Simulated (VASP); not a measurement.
# CaO (F-43m) in VASP: a series of runs

The runs below take CaO through single point, with r2SCAN.

Program: VASP 6.6.1. These are calculated values, not measurements. Logs are shortened: lines on timing, memory, paths and dates and some standing lists are left out, and cuts for length are marked.

## Step 1: The cell of the first run

Symmetry: F-43m, No. 216, cubic system. The conventional cell has a = 5.227 Å, b = 5.227 Å, c = 5.227 Å, α = 90.00°, β = 90.00°, γ = 90.00°. Within 3.0 Å of Ca (site symmetry -43m) lie 4 O at 2.26 Å. Within 3.0 Å of O (site symmetry -43m) lie 4 Ca at 2.26 Å.

## Step 2: Single point, r2SCAN (17.85 Å³/atom)

Contents of POSCAR:

```
CaO
1.0
    0.0000000000      2.6136325509      2.6136325509
    2.6136325509      0.0000000000      2.6136325509
    2.6136325509      2.6136325509      0.0000000000
Ca O
1 1
Direct
    0.0000000000      0.0000000000      0.0000000000
    0.2500000000      0.2500000000      0.2500000000
```

Contents of INCAR.step1:

```
  PREC = Accurate
  ENCUT = 520
  ISMEAR = 0
  SIGMA = 0.05
  LREAL = False
  LASPH = True
  NELM = 60
  NBANDS = 15
  GGA = PE
  ALGO = Normal
  EDIFF = 1E-4
  LWAVE = True
  LCHARG = False
```

Contents of INCAR.step2:

```
  PREC = Accurate
  ENCUT = 520
  EDIFF = 1E-6
  ISMEAR = 0
  SIGMA = 0.05
  LREAL = False
  LASPH = True
  NELM = 60
  ALGO = Normal
  ISIF = 2
  LWAVE = False
  LCHARG = False
  METAGGA = R2SCAN
  LMIXTAU = True
  NBANDS = 15
  ISTART = 1
```

Contents of KPOINTS:

```
Automatic mesh
0
Gamma
  8 8 8
```

Potentials or basis: VASP PAW PBE potentials, release 64 (Ca_sv, O).

Launch:

```sh
cat potpaw_PBE.64/Ca_sv/POTCAR potpaw_PBE.64/O/POTCAR > POTCAR
cp INCAR.step1 INCAR
mpirun -np 1 vasp_std > vasp.out
cp INCAR.step2 INCAR
mpirun -np 1 vasp_std > vasp.out
```

OUTCAR:

```text
PREC = Accurate
   ENCUT = 520
   EDIFF = 1E-6
   ISMEAR = 0
   LREAL = False
   LASPH = True
   NELM = 60
   ISIF = 2
   METAGGA = R2SCAN
   ISTART = 1

 ion  position               nearest neighbor table
   1  0.000  0.000  0.000-   2 2.26   2 2.26   2 2.26   2 2.26
   2  0.250  0.250  0.250-   1 2.26   1 2.26   1 2.26   1 2.26

  LATTYP: Found a face centered cubic cell.
 ALAT       =     5.2272651018

  Lattice vectors:

 A1 = (   0.0000000000,   2.6136325509,   2.6136325509)
 A2 = (   2.6136325509,   0.0000000000,   2.6136325509)
 A3 = (   2.6136325509,   2.6136325509,   0.0000000000)

Analysis of symmetry for initial positions (statically):
=====================================================================
 Subroutine PRICEL returns:
 Original cell was already a primitive cell.

 Routine SETGRP: Setting up the symmetry group for a
 face centered cubic supercell.

 Subroutine GETGRP returns: Found 24 space group operations
 (whereof 24 operations were pure point group operations)
 out of a pool of 48 trial point group operations.

The static configuration has the point symmetry T_d .

Analysis of symmetry for dynamics (positions and initial velocities):
=====================================================================
 Subroutine PRICEL returns:
 Original cell was already a primitive cell.

 Routine SETGRP: Setting up the symmetry group for a
 face centered cubic supercell.

 Subroutine GETGRP returns: Found 24 space group operations
 (whereof 24 operations were pure point group operations)
 out of a pool of 48 trial point group operations.

The dynamic configuration has the point symmetry T_d .

 Subroutine INISYM returns: Found 24 space group operations
 (whereof 24 operations are pure point group operations),
 and found     1 'primitive' translations

----------------------------------------------------------------------------------------

                                     Primitive cell

  volume of cell :      35.7078

  direct lattice vectors                    reciprocal lattice vectors
     0.000000000  2.613632551  2.613632551    -0.191304627  0.191304627  0.191304627
     2.613632551  0.000000000  2.613632551     0.191304627 -0.191304627  0.191304627
     2.613632551  2.613632551  0.000000000     0.191304627  0.191304627 -0.191304627

  length of vectors
     3.696234601  3.696234601  3.696234601     0.331349334  0.331349334  0.331349334

  position of ions in fractional coordinates (direct lattice)
     0.000000000  0.000000000  0.000000000
     0.250000000  0.250000000  0.250000000

  ion indices of the primitive-cell ions
   primitive index   ion index
                 1           1
                 2           2

----------------------------------------------------------------------------------------

 KPOINTS: Automatic mesh

Automatic generation of k-mesh.
 Grid dimensions read from file:
 generate k-points for:    8    8    8

 Generating k-lattice:

  Cartesian coordinates                     Fractional coordinates (reciprocal lattice)
    -0.023913078  0.023913078  0.023913078     0.125000000  0.000000000  0.000000000
     0.023913078 -0.023913078  0.023913078     0.000000000  0.125000000  0.000000000
     0.023913078  0.023913078 -0.023913078     0.000000000  0.000000000  0.125000000

  Length of vectors
     0.041418667  0.041418667  0.041418667

  Shift w.r.t. Gamma in fractional coordinates (k-lattice)
     0.000000000  0.000000000  0.000000000

 Subroutine IBZKPT returns following result:
 ===========================================

 Found     29 irreducible k-points:

 Following reciprocal coordinates:
            Coordinates               Weight
  0.000000  0.000000  0.000000      1.000000
  0.125000  0.000000  0.000000      8.000000
  0.250000  0.000000  0.000000      8.000000
  0.375000  0.000000  0.000000      8.000000
  0.500000  0.000000  0.000000      4.000000
  0.125000  0.125000  0.000000      6.000000
[... 16 lines left out ...]
  0.500000  0.250000  0.125000     48.000000
 -0.375000  0.250000  0.125000     24.000000
 [... further k-points ...]
   k-points           NKPTS =     29   k-points in BZ     NKDIM =     29   number of bands    NBANDS=     15
   number of dos      NEDOS =    301   number of ions     NIONS =      2
   total plane-waves  NPLWV =  21952
   dimension x,y,z NGX =    28 NGY =   28 NGZ =   28
   dimension x,y,z NGXF=    56 NGYF=   56 NGZF=   56
   ions per type =               1   1
   NGX,Y,Z   is equivalent  to a cutoff of  12.59, 12.59, 12.59 a.u.
   NGXF,Y,Z  is equivalent  to a cutoff of  25.19, 25.19, 25.19 a.u.
 SYSTEM =  unknown system
   PREC   = accura    normal or accurate (medium, high low for compatibility)
   ISTART =      1    job   : 0-new  1-cont  2-samecut
   ICHARG =      0    charge: 1-file 2-atom 10-const
   ISPIN  =      1    spin polarized calculation?
   LNONCOLLINEAR =      F non collinear calculations
   LSORBIT =      F    spin-orbit coupling
   LASPH  =      T    aspherical Exc in radial PAW
   ENCUT  =  520.0 eV  38.22 Ry    6.18 a.u.   6.87  6.87  6.87*2*pi/ulx,y,z
   NELM   =     60;   NELMIN=  2; NELMDL=  0     # of ELM steps
   EDIFF  = 0.1E-05   stopping-criterion for ELM
   LREAL  =      F    real-space projection
   EDIFFG = 0.1E-04   stopping-criterion for IOM
   NSW    =      0    number of steps for IOM
   IBRION =     -1    ionic relax: 0-MD 1-quasi-New 2-CG
   NFREE  =      0    steps in history (QN), initial steepest desc. (CG)
   ISIF   =      2    stress and relaxation
   ISYM   =      2    0-nonsym 1-usesym 2-fastsym
   POTIM  = 0.5000    time-step for ionic-motion
   TEBEG  =    0.0;   TEEND  =   0.0 temperature during run
   PSTRESS=    0.0 pullay stress
   NELECT =      16.0000    total number of electrons
   NUPDOWN=      -1.0000    fix difference up-down
   EMIN   =  10.00;   EMAX   =-10.00  energy-range for DOS
   EFERMI =   0.00;   METHOD = LEGACY
   ISMEAR =     0;   SIGMA  =   0.05  broadening in eV -4-tet -1-fermi 0-gaus
   EFERMI_NEDOS =   21; number of points for ismear=-14 and -15
   IALGO  =     38    algorithm
   IMIX   =      4    mixing-type and parameters
     AMIX     =   0.40;   BMIX     =  1.00
     AMIX_MAG =   1.60;   BMIX_MAG =  1.00
  volume/ion in A,a.u.               =      17.85       120.48
  Fermi-wavevector in a.u.,A,eV,Ry     =   1.252738  2.367332 21.352341  1.569353
  Thomas-Fermi vector in A             =   2.386624
   LORBIT       =      0    0 simple, 1 ext, 2 COOP (PROOUT), +10 PAW based schemes
   METAGGA = R2SCAN    functional components
   LHFCALC =     F    Hartree Fock is set to
   AEXX    =    0.0000 exact exchange contribution
   IVDW    =     0    specifies the selected vdW correction
   LEPSILON=     F    determine dielectric tensor
   LRPA    =     F    only Hartree local field effects (RPA)
 non-spin polarized calculation
 Gauss-broadening in eV      SIGMA  =   0.05
  energy-cutoff  :      520.00
  volume of cell :       35.71
 maximum number of plane-waves:       982
   NGX = 13   NGY = 13   NGZ = 13

 number of electron      15.9999999 magnetization

 Free energy of the ion-electron system (eV)
  ---------------------------------------------------
  ext. energy  EPLUGINS =         0.00000000
  ---------------------------------------------------
  free energy    TOTEN  =       -18.94140387 eV

  energy without entropy =      -18.94140387  energy(sigma->0) =      -18.94140387

 E-fermi :   0.3786     XC(G=0):  -9.5440

 val. band max:        0.1109511796   @ k =  -0.2500   0.5000   0.2500
 cond. band min:       3.8171014793   @ k =   0.0000   0.0000   0.0000
 fundamental gap:      3.7061502997
 Fermi energy:         0.3785965359

 k-point     1 :       0.0000    0.0000    0.0000
  band No.  band energies     occupation
      1     -38.4836      2.00000
      2     -18.5447      2.00000
      3     -18.5447      2.00000
      4     -18.5447      2.00000
      5     -15.6287      2.00000
      6      -0.4988      2.00000
      7      -0.4988      2.00000
      8      -0.4988      2.00000
      9       3.8171      0.00000
     10       8.7326      0.00000
     11       8.7326      0.00000
     12      10.3442      0.00000
     13      10.3442      0.00000
     14      10.3442      0.00000
     15      17.4131      0.00000

 k-point     2 :       0.1250    0.0000    0.0000
  band No.  band energies     occupation
      1     -38.4771      2.00000
      2     -18.6794      2.00000
      3     -18.5526      2.00000
      4     -18.5526      2.00000
      5     -15.4973      2.00000
      6      -0.6616      2.00000
      7      -0.4561      2.00000
      8      -0.4561      2.00000
      9       4.3584      0.00000
     10       8.5485      0.00000
     11       8.5485      0.00000
     12      10.1016      0.00000
     13      10.5090      0.00000
     14      10.5090      0.00000
     15      15.6408      0.00000

 k-point     3 :       0.2500    0.0000    0.0000
  band No.  band energies     occupation
      1     -38.4615      2.00000
      2     -18.9626      2.00000
      3     -18.5716      2.00000
      4     -18.5715      2.00000
      5     -15.2270      2.00000
      6      -0.8697      2.00000
      7      -0.3597      2.00000
      8      -0.3597      2.00000
      9       5.4885      0.00000
     10       8.3647      0.00000
     11       8.3647      0.00000
     12       9.6254      0.00000
     13      10.6032      0.00000
     14      10.6033      0.00000
     15      13.6465      0.00000
[... 343 lines left out ...]
 k-point    23 :       0.5000    0.2500    0.1250
  band No.  band energies     occupation
      1     -38.4373      2.00000
      2     -19.2351      2.00000
      3     -18.6969      2.00000
      4     -18.6185      2.00000
      5     -14.8686      2.00000
      6      -0.8558      2.00000
      7      -0.3402      2.00000
      8      -0.1313      2.00000
      9       6.1532      0.00000
     10       7.4569      0.00000
     11       8.8595      0.00000
     12       9.9455      0.00000
     13      10.4722      0.00000
     14      10.9493      0.00000
     15      13.4654      0.00000

 k-point    24 :      -0.3750    0.2500    0.1250
  band No.  band energies     occupation
      1     -38.4321      2.00000
      2     -19.2927      2.00000
      3     -18.7161      2.00000
      4     -18.6294      2.00000
      5     -14.8022      2.00000
      6      -0.7171      2.00000
      7      -0.4212      2.00000
      8      -0.0907      2.00000
      9       6.0336      0.00000
     10       7.5863      0.00000
     11       8.7619      0.00000
     12      10.1296      0.00000
     13      10.3389      0.00000
     14      11.3058      0.00000
     15      13.0407      0.00000

 [... further k-points ...]

------------------------ aborting loop because EDIFF is reached ----------------------------------------

  FORCE on cell =-STRESS in cart. coord.  units (eV):
  Direction    XX          YY          ZZ          XY          YZ          ZX
  --------------------------------------------------------------------------------------
  -------------------------------------------------------------------------------------
  Total        0.0509020      0.0509020      0.0509020      0.0000000      0.0000000     -0.0000000
  in kB        2.2839256      2.2839256      2.2839256      0.0000000      0.0000000     -0.0000000
  external PRESSURE =       2.2839256 kB  Pullay stress =       0.0000000 kB

 VOLUME and BASIS-vectors are now :
 -----------------------------------------------------------------------------
  energy-cutoff  :      520.00
  volume of cell :       35.71
      direct lattice vectors                 reciprocal lattice vectors
     0.000000000  2.613632551  2.613632551    -0.191304627  0.191304627  0.191304627
     2.613632551  0.000000000  2.613632551     0.191304627 -0.191304627  0.191304627
     2.613632551  2.613632551  0.000000000     0.191304627  0.191304627 -0.191304627

 POSITION                                       TOTAL-FORCE (eV/Angst)
 -----------------------------------------------------------------------------------
      0.00000      0.00000      0.00000        -0.000000     -0.000000     -0.000000
      1.30682      1.30682      1.30682         0.000000      0.000000      0.000000
 -----------------------------------------------------------------------------------
    total drift:                               -0.000000     -0.000000     -0.000000

  FREE ENERGIE OF THE ION-ELECTRON SYSTEM (eV)
  ---------------------------------------------------
  free  energy   TOTEN  =       -18.9414038662 eV

  energy  without entropy=      -18.9414038662  energy(sigma->0) =      -18.94140387
```

It took 79 s on 1 thread of Intel Xeon 8259CL, shared host; peak memory 0.17 GiB.

Results:

- Free energy: -18.9414 eV
- Pressure: 0.2 GPa
- Band gap on the k mesh: 3.71 eV (least direct gap 4.32 eV)

Levels at points of the mesh, in eV from the valence-band top:
| k point | band 4 | band 5 | band 6 | band 7 | band 8 | band 9 | band 10 | band 11 | band 12 | band 13 |
| --- | --- | --- | --- | --- | --- | --- | --- | --- | --- | --- |
| (0.00, 0.00, 0.00) | -18.66 | -15.74 | -0.61 | -0.61 | -0.61 | 3.71 | 8.62 | 8.62 | 10.23 | 10.23 |
| (0.50, 0.00, 0.00) | -18.71 | -15.03 | -0.98 | -0.35 | -0.35 | 6.56 | 8.50 | 8.50 | 8.77 | 10.03 |
| (0.50, 0.50, 0.00) | -18.79 | -14.82 | -1.41 | 0.00 | 0.00 | 5.32 | 7.19 | 9.70 | 9.99 | 9.99 |

Caveat: the PAW data sets were made with another functional, which shifts forces and pressure a little. A k mesh can miss the band edges.

## Step 3: Single point, r2SCAN (17.71 Å³/atom)

This run uses another cell than the first one, of 17.71 Å³/atom.

Contents of POSCAR:

```
CaO
1.0
    0.0000000000      2.6064387314      2.6064387314
    2.6064387314      0.0000000000      2.6064387314
    2.6064387314      2.6064387314      0.0000000000
Ca O
1 1
Direct
    0.0000000000      0.0000000000      0.0000000000
    0.2500000000      0.2500000000      0.2500000000
```

Contents of INCAR.step1:

```
SYSTEM = CaO
  PREC = Accurate
  ENCUT = 520
  ISMEAR = 0
  SIGMA = 0.05
  LREAL = .False.
  LASPH = .True.
  NELM = 80
  NBANDS = 15
  GGA = PE
  ALGO = Normal
  EDIFF = 1E-4
  LWAVE = .True.
  LCHARG = .False.
```

Contents of INCAR.step2:

```
SYSTEM = CaO
  PREC = Accurate
  ENCUT = 520
  EDIFF = 1E-6
  ISMEAR = 0
  SIGMA = 0.05
  LREAL = .False.
  LASPH = .True.
  NELM = 80
  ALGO = Normal
  ISIF = 2
  LWAVE = .False.
  LCHARG = .True.
  METAGGA = R2SCAN
  LMIXTAU = .True.
  LELF = .True.
  LVHAR = .True.
  NBANDS = 15
  ISTART = 1
```

Contents of KPOINTS:

```
Automatic mesh
0
Gamma
  8 8 8
  0 0 0
```

Potentials or basis: VASP PAW PBE potentials, release 64 (Ca_sv, O).

Launch:

```sh
cat potpaw_PBE.64/Ca_sv/POTCAR potpaw_PBE.64/O/POTCAR > POTCAR
cp INCAR.step1 INCAR
mpirun -np 1 vasp_std > vasp.out
cp INCAR.step2 INCAR
mpirun -np 1 vasp_std > vasp.out
```

Run time: 2.1 min. Hardware: 1 thread of Intel Xeon 8259CL, shared host; peak memory 0.17 GiB.

It converged, with:

- Free energy: -18.9401 eV
- Pressure: 0.9 GPa
- Band gap on the k mesh: 3.73 eV (least direct gap 4.36 eV)

Levels at points of the mesh, in eV from the valence-band top:
```tsv
k point	band 4	band 5	band 6	band 7	band 8	band 9	band 10	band 11	band 12	band 13
(0.00, 0.00, 0.00)	-18.62	-15.75	-0.63	-0.63	-0.63	3.73	8.66	8.66	10.29	10.29
(0.50, 0.00, 0.00)	-18.67	-15.03	-0.99	-0.36	-0.36	6.59	8.53	8.53	8.82	10.08
(0.50, 0.50, 0.00)	-18.76	-14.81	-1.42	0.00	0.00	5.34	7.22	9.74	10.04	10.04
```

Caveat: the PAW data sets were made with another functional, which shifts forces and pressure a little.
